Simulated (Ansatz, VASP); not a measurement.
One calculation of SnO2, two programs

```xyz
6
Lattice="4.7380 0.0000 0.0000 0.0000 4.7380 0.0000 0.0000 0.0000 3.2184" Properties=species:S:1:pos:R:3 pbc="T T T"
Sn    0.0000    0.0000    0.0000
Sn    2.3690    2.3690    1.6092
O     1.4486    1.4486    0.0000
O     0.9204    3.8176    1.6092
O     3.2894    3.2894    0.0000
O     3.8176    0.9204    1.6092
```

Change from the starting cell: z stretched by +1 %, ions relaxed.

Alike in both runs: functional PBE; k mesh 7 × 7 × 9; occupations fermi-dirac, width 0.02 eV; no spin polarisation.

Ansatz relaxed the structure, and its values are those at the end. VASP's run is a single point on that final structure, the one shown.

|  | VASP | Ansatz |
| --- | --- | --- |
| version | VASP 6.6.1 | Ansatz 0.2.0 |
| potentials or method | VASP PAW PBE potentials, release 64 (Sn_d, O) | plane-wave PAW, scalar-relativistic |
| plane-wave cutoff (eV) | 520 | 420 |
| valence electrons in the cell | 52 | 52 |

```csv
,VASP,Ansatz,Ansatz less VASP
gap on the k mesh at the Fermi level (eV),1.10,1.11,+0.010
pressure (GPa),8.8,8.1,-0.69
rms of the force components (eV/Å),0.004,0.010,+0.0061
```

The functional is the same, so the differences come from potentials, cutoffs and numerics. Ansatz's warnings: stress scf threshold loose.
